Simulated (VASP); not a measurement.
# AsS5 (P-62m) in VASP: single point with PBE

Aim: the single point of AsS5 with PBE.

All numbers are computed with VASP 6.6.1; they aren't measurements. Logs are shortened: lines on timing, memory, paths and dates and some standing lists are left out, and cuts for length are marked.

## 1. The cell of the first run

It takes space group P-62m (No. 189, hexagonal). The conventional cell has a = 4.661 Å, b = 4.661 Å, c = 7.099 Å, α = 90.00°, β = 90.00°, γ = 120.00°. Within 3.5 Å of As (site symmetry -62m) lie 6 S at 2.69 Å. S (site symmetry m2m) has 2 S at 2.12 Å within 2.8 Å. Within 3.5 Å of S (site symmetry -6) lie 3 As at 2.69 Å and 3 S at 2.69 Å.

## 2. Single point, PBE

Contents of INCAR:

```
ALGO = Normal
EDIFF = 1E-7
ENCUT = 520
GGA = PE
ISIF = 2
ISMEAR = 0
LASPH = T
LCHARG = F
LREAL = F
LWAVE = F
NBANDS = 26
NELM = 60
PREC = Accurate
SIGMA = 0.1
```

Contents of KPOINTS:

```
k-points
0
Gamma
  6 6 4
```

Contents of POSCAR:

```
AsS5
1.0
    4.6605226352      0.0000000000      0.0000000000
   -2.3302613176      4.0361309970      0.0000000000
    0.0000000000      0.0000000000      7.0994302001
As S
1 5
Direct
    0.0000000000      0.0000000000      0.0000000000
    0.0000000000      0.7377688960      0.5000000000
    0.7377688960      0.0000000000      0.5000000000
    0.2622311040      0.2622311040      0.5000000000
    0.6666666667      0.3333333333      0.0000000000
    0.3333333333      0.6666666667      0.0000000000
```

Potentials or basis: VASP PAW PBE potentials, release 64 (As, S).

Run with:

```sh
$ cat potpaw_PBE.64/As/POTCAR potpaw_PBE.64/S/POTCAR > POTCAR
$ mpirun -np 1 vasp_std > vasp.out
```

OUTCAR:

```text
EDIFF = 1E-7
   ENCUT = 520
   GGA = PE
   ISIF = 2
   ISMEAR = 0
   LASPH = T
   LREAL = F
   NELM = 60
   PREC = Accurate

 ion  position               nearest neighbor table
   1  0.000  0.000  0.000-   5 2.69   6 2.69   5 2.69   6 2.69   5 2.69   6 2.69
   2  0.000  0.738  0.500-   3 2.12   4 2.12
   3  0.738  0.000  0.500-   4 2.12   2 2.12
   4  0.262  0.262  0.500-   3 2.12   2 2.12
   5  0.667  0.333  0.000-   1 2.69   6 2.69   6 2.69   1 2.69   1 2.69   6 2.69
   6  0.333  0.667  0.000-   1 2.69   5 2.69   5 2.69   1 2.69   1 2.69   5 2.69

  LATTYP: Found a hexagonal cell.
 ALAT       =     4.6605226352
 C/A-ratio  =     1.5233120308

  Lattice vectors:

 A1 = (   4.6605226352,   0.0000000000,   0.0000000000)
 A2 = (  -2.3302613176,   4.0361309970,   0.0000000000)
 A3 = (   0.0000000000,   0.0000000000,   7.0994302001)

Analysis of symmetry for initial positions (statically):
=====================================================================
 Subroutine PRICEL returns:
 Original cell was already a primitive cell.

 Routine SETGRP: Setting up the symmetry group for a
 hexagonal supercell.

 Subroutine GETGRP returns: Found 12 space group operations
 (whereof 12 operations were pure point group operations)
 out of a pool of 24 trial point group operations.

The static configuration has the point symmetry D_3h.

Analysis of symmetry for dynamics (positions and initial velocities):
=====================================================================
 Subroutine PRICEL returns:
 Original cell was already a primitive cell.

 Routine SETGRP: Setting up the symmetry group for a
 hexagonal supercell.

 Subroutine GETGRP returns: Found 12 space group operations
 (whereof 12 operations were pure point group operations)
 out of a pool of 24 trial point group operations.

The dynamic configuration has the point symmetry D_3h.

 Subroutine INISYM returns: Found 12 space group operations
 (whereof 12 operations are pure point group operations),
 and found     1 'primitive' translations

----------------------------------------------------------------------------------------

                                     Primitive cell

  volume of cell :     133.5437

  direct lattice vectors                    reciprocal lattice vectors
     4.660522635  0.000000000  0.000000000     0.214568210  0.123881014  0.000000000
    -2.330261318  4.036130997  0.000000000     0.000000000  0.247762028  0.000000000
     0.000000000  0.000000000  7.099430200     0.000000000  0.000000000  0.140856375

  length of vectors
     4.660522635  4.660522635  7.099430200     0.247762028  0.247762028  0.140856375

  position of ions in fractional coordinates (direct lattice)
     0.000000000  0.000000000  0.000000000
     0.000000000  0.737768896  0.500000000
     0.737768896  0.000000000  0.500000000
     0.262231104  0.262231104  0.500000000
     0.666666667  0.333333333  0.000000000
     0.333333333  0.666666667  0.000000000

  ion indices of the primitive-cell ions
   primitive index   ion index
                 1           1
                 2           2
                 3           3
                 4           4
                 5           5
                 6           6

----------------------------------------------------------------------------------------

 KPOINTS: k-points

Automatic generation of k-mesh.
 Grid dimensions read from file:
 generate k-points for:    6    6    4

 Generating k-lattice:

  Cartesian coordinates                     Fractional coordinates (reciprocal lattice)
     0.035761368  0.020646836  0.000000000     0.166666667  0.000000000  0.000000000
     0.000000000  0.041293671  0.000000000     0.000000000  0.166666667  0.000000000
     0.000000000  0.000000000  0.035214094     0.000000000  0.000000000  0.250000000

  Length of vectors
     0.041293671  0.041293671  0.035214094

  Shift w.r.t. Gamma in fractional coordinates (k-lattice)
     0.000000000  0.000000000  0.000000000

 Subroutine IBZKPT returns following result:
 ===========================================

 Found     21 irreducible k-points:

 Following reciprocal coordinates:
            Coordinates               Weight
  0.000000  0.000000  0.000000      1.000000
  0.166667  0.000000  0.000000      6.000000
  0.333333 -0.000000  0.000000      6.000000
  0.500000 -0.000000  0.000000      3.000000
  0.166667  0.166667  0.000000      6.000000
  0.333333  0.166667  0.000000     12.000000
[... 13 lines left out ...]
  0.333333  0.166667  0.500000     12.000000
  0.333333  0.333333  0.500000      2.000000
   k-points           NKPTS =     21   k-points in BZ     NKDIM =     21   number of bands    NBANDS=     26
   number of dos      NEDOS =    301   number of ions     NIONS =      6
   total plane-waves  NPLWV =  69984
   dimension x,y,z NGX =    36 NGY =   36 NGZ =   54
   dimension x,y,z NGXF=    72 NGYF=   72 NGZF=  108
   ions per type =               1   5
   NGX,Y,Z   is equivalent  to a cutoff of  12.84, 12.84, 12.65 a.u.
   NGXF,Y,Z  is equivalent  to a cutoff of  25.68, 25.68, 25.29 a.u.
 SYSTEM =  unknown system
   PREC   = accura    normal or accurate (medium, high low for compatibility)
   ISTART =      0    job   : 0-new  1-cont  2-samecut
   ICHARG =      2    charge: 1-file 2-atom 10-const
   ISPIN  =      1    spin polarized calculation?
   LNONCOLLINEAR =      F non collinear calculations
   LSORBIT =      F    spin-orbit coupling
   LASPH  =      T    aspherical Exc in radial PAW
   ENCUT  =  520.0 eV  38.22 Ry    6.18 a.u.   8.67  8.67 13.20*2*pi/ulx,y,z
   NELM   =     60;   NELMIN=  2; NELMDL= -5     # of ELM steps
   EDIFF  = 0.1E-06   stopping-criterion for ELM
   LREAL  =      F    real-space projection
   EDIFFG = 0.1E-05   stopping-criterion for IOM
   NSW    =      0    number of steps for IOM
   IBRION =     -1    ionic relax: 0-MD 1-quasi-New 2-CG
   NFREE  =      0    steps in history (QN), initial steepest desc. (CG)
   ISIF   =      2    stress and relaxation
   ISYM   =      2    0-nonsym 1-usesym 2-fastsym
   POTIM  = 0.5000    time-step for ionic-motion
   TEBEG  =    0.0;   TEEND  =   0.0 temperature during run
   PSTRESS=    0.0 pullay stress
   NELECT =      35.0000    total number of electrons
   NUPDOWN=      -1.0000    fix difference up-down
   EMIN   =  10.00;   EMAX   =-10.00  energy-range for DOS
   EFERMI =   0.00;   METHOD = LEGACY
   ISMEAR =     0;   SIGMA  =   0.10  broadening in eV -4-tet -1-fermi 0-gaus
   EFERMI_NEDOS =   21; number of points for ismear=-14 and -15
   IALGO  =     38    algorithm
   IMIX   =      4    mixing-type and parameters
     AMIX     =   0.40;   BMIX     =  1.00
     AMIX_MAG =   1.60;   BMIX_MAG =  1.00
  volume/ion in A,a.u.               =      22.26       150.20
  Fermi-wavevector in a.u.,A,eV,Ry     =   1.047666  1.979803 14.933824  1.097605
  Thomas-Fermi vector in A             =   2.182556
   LORBIT       =      0    0 simple, 1 ext, 2 COOP (PROOUT), +10 PAW based schemes
   GGA     = PE    functional components
   LHFCALC =     F    Hartree Fock is set to
   AEXX    =    0.0000 exact exchange contribution
   IVDW    =     0    specifies the selected vdW correction
   LEPSILON=     F    determine dielectric tensor
   LRPA    =     F    only Hartree local field effects (RPA)
 non-spin polarized calculation
 Gauss-broadening in eV      SIGMA  =   0.10
  energy-cutoff  :      520.00
  volume of cell :      133.54
 maximum number of plane-waves:      3616
 NGX is ok and might be reduce to    36
   NGX = 17   NGY = 17   NGZ = 27

 number of electron      35.0000003 magnetization

 Free energy of the ion-electron system (eV)
  ---------------------------------------------------
  ext. energy  EPLUGINS =         0.00000000
  ---------------------------------------------------
  free energy    TOTEN  =       -20.96436899 eV

  energy without entropy =      -20.94314912  energy(sigma->0) =      -20.95375906

 E-fermi :   3.6346     XC(G=0):  -9.2465

 val. band max:        3.6185032711   @ k =   0.1667   0.1667   0.0000
 cond. band min:       3.6582494608   @ k =   0.0000   0.0000   0.5000
 fundamental gap:      0.0397461896
 Fermi energy:         3.6346229363

 k-point     1 :       0.0000    0.0000    0.0000
  band No.  band energies     occupation
      1     -13.7585      2.00000
      2     -11.0405      2.00000
      3      -6.9877      2.00000
      4      -6.9877      2.00000
      5      -6.4072      2.00000
      6      -4.5247      2.00000
[... 18 lines left out ...]
     25       9.3873      0.00000
     26      10.6905      0.00000

 k-point     2 :       0.1667    0.0000    0.0000
  band No.  band energies     occupation
      1     -13.6579      2.00000
      2     -10.8252      2.00000
      3      -7.5540      2.00000
      4      -7.1391      2.00000
      5      -6.7992      2.00000
      6      -5.0988      2.00000
[... 18 lines left out ...]
     25       8.9259      0.00000
     26      10.3659      0.00000

 k-point     3 :       0.3333   -0.0000    0.0000
  band No.  band energies     occupation
      1     -13.4300      2.00000
      2     -10.2009      2.00000
      3      -8.4442      2.00000
      4      -7.8185      2.00000
      5      -7.3892      2.00000
      6      -5.9190      2.00000
[... 18 lines left out ...]
     25       9.2461      0.00000
     26      10.0008      0.00000

 k-point     4 :       0.5000   -0.0000    0.0000
  band No.  band energies     occupation
      1     -13.2982      2.00000
      2      -9.4800      2.00000
      3      -8.8007      2.00000
      4      -8.7948      2.00000
      5      -7.5041      2.00000
      6      -6.1936      2.00000
[... 18 lines left out ...]
     25       9.8458      0.00000
     26       9.9909      0.00000
[... 409 lines left out ...]
      1     -13.4885      2.00000
      2     -10.4123      2.00000
      3      -8.1459      2.00000
      4      -7.4735      2.00000
      5      -7.4154      2.00000
      6      -5.9959      2.00000
[... 18 lines left out ...]
     25      10.3069      0.00000
     26      10.9925      0.00000

 k-point    20 :       0.3333    0.1667    0.5000
  band No.  band energies     occupation
      1     -13.2993      2.00000
      2      -9.6221      2.00000
      3      -8.6488      2.00000
      4      -8.3789      2.00000
      5      -7.8186      2.00000
      6      -6.7356      2.00000
[... 18 lines left out ...]
     25      10.4824      0.00000
     26      10.6260      0.00000

 k-point    21 :       0.3333    0.3333    0.5000
  band No.  band energies     occupation
      1     -13.2321      2.00000
      2      -8.8761      2.00000
      3      -8.8761      2.00000
      4      -8.4120      2.00000
      5      -8.4120      2.00000
      6      -7.4164      2.00000
[... 18 lines left out ...]
     25      10.2734      0.00000
     26      11.4650      0.00000

------------------------ aborting loop because EDIFF is reached ----------------------------------------

  FORCE on cell =-STRESS in cart. coord.  units (eV):
  Direction    XX          YY          ZZ          XY          YZ          ZX
  --------------------------------------------------------------------------------------
  -------------------------------------------------------------------------------------
  Total       -0.4997234     -0.4997234      0.1767996      0.0000000      0.0000000      0.0000000
  in kB       -5.9953832     -5.9953832      2.1211360      0.0000000      0.0000000      0.0000000
  external PRESSURE =      -3.2898768 kB  Pullay stress =       0.0000000 kB

 VOLUME and BASIS-vectors are now :
 -----------------------------------------------------------------------------
  energy-cutoff  :      520.00
  volume of cell :      133.54
      direct lattice vectors                 reciprocal lattice vectors
     4.660522635  0.000000000  0.000000000     0.214568210  0.123881014  0.000000000
    -2.330261318  4.036130997  0.000000000     0.000000000  0.247762028  0.000000000
     0.000000000  0.000000000  7.099430200     0.000000000  0.000000000  0.140856375

 POSITION                                       TOTAL-FORCE (eV/Angst)
 -----------------------------------------------------------------------------------
      0.00000      0.00000      0.00000         0.000000      0.000000     -0.000000
     -1.71919      2.97773      3.54972        -0.102326      0.177234      0.000000
      3.43839      0.00000      3.54972         0.204652     -0.000000     -0.000000
      0.61107      1.05840      3.54972        -0.102326     -0.177234     -0.000000
      2.33026      1.34538      0.00000         0.000000     -0.000000     -0.000000
     -0.00000      2.69075      0.00000        -0.000000      0.000000     -0.000000
 -----------------------------------------------------------------------------------
    total drift:                                0.000000      0.000000      0.000000

  FREE ENERGIE OF THE ION-ELECTRON SYSTEM (eV)
  ---------------------------------------------------
  free  energy   TOTEN  =       -20.9643689877 eV

  energy  without entropy=      -20.9431491246  energy(sigma->0) =      -20.95375906
```

Wall time 52 s (1 thread of Intel Xeon Platinum 8259CL at 2.50GHz (Skylake/Cascade Lake), shared host); peak memory 0.26 GiB.

Results:

```yaml
Free_energy: -20.9644 eV
Pressure: -0.3 GPa
Largest_force: 0.205 eV/Å
```

Forces in eV/Å, atoms in the order of the input:
```
As   0.000  0.000  0.000
S   -0.102  0.177  0.000
S    0.205  0.000  0.000
S   -0.102 -0.177  0.000
S    0.000  0.000  0.000
S    0.000  0.000  0.000
```

Stress tensor (GPa, compression positive):
```
-0.60  0.00  0.00
 0.00 -0.60  0.00
 0.00  0.00  0.21
```

Caveat: this functional lacks dispersion, which binds the layers, so the pressure and a relaxed spacing across them are unreliable.
